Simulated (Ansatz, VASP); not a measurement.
# AlNi3: VASP beside Ansatz

```
Al Ni
1.0
     0.00000    2.79841    2.79841
     2.79841    0.00000    2.79841
     2.79841    2.79841    0.00000
Al Ni
1 3
Cartesian
  2.7984 2.7984 2.7984
  1.3992 1.3992 1.3992
  0.0000 0.0000 0.0000
  4.1976 4.1976 4.1976
```

Alike in both runs: functional PBEsol; k mesh 14 × 14 × 14; occupations gaussian, width 0.1 eV; no spin polarisation.

Ansatz relaxed the structure, and its values are those at the end. VASP's run is a single point on that final structure, the one shown.

```csv
,VASP,Ansatz
version,VASP 6.6.1,Ansatz 0.2.0
potentials or method,"VASP PAW PBE potentials, release 64 (Al, Ni), cutoff 520 eV","scalar-relativistic, plane waves, PAW"
valence electrons in the cell,33,57
```

|  | VASP | Ansatz | Ansatz less VASP |
| --- | --- | --- | --- |
| gap on the k mesh at the Fermi level (eV) | none | none | - |
| pressure (GPa) | 0.1 | 0.0 | -0.08 |

VASP's potentials were made for PBE, not for PBEsol. A gap of «none» marks a metal or a gap that the smearing closes. The functional is the same, so the differences come from potentials, cutoffs and numerics. VASP's potentials hold 33 valence electrons a cell and Ansatz's 57, so a difference there can come from the potentials and not from the codes.
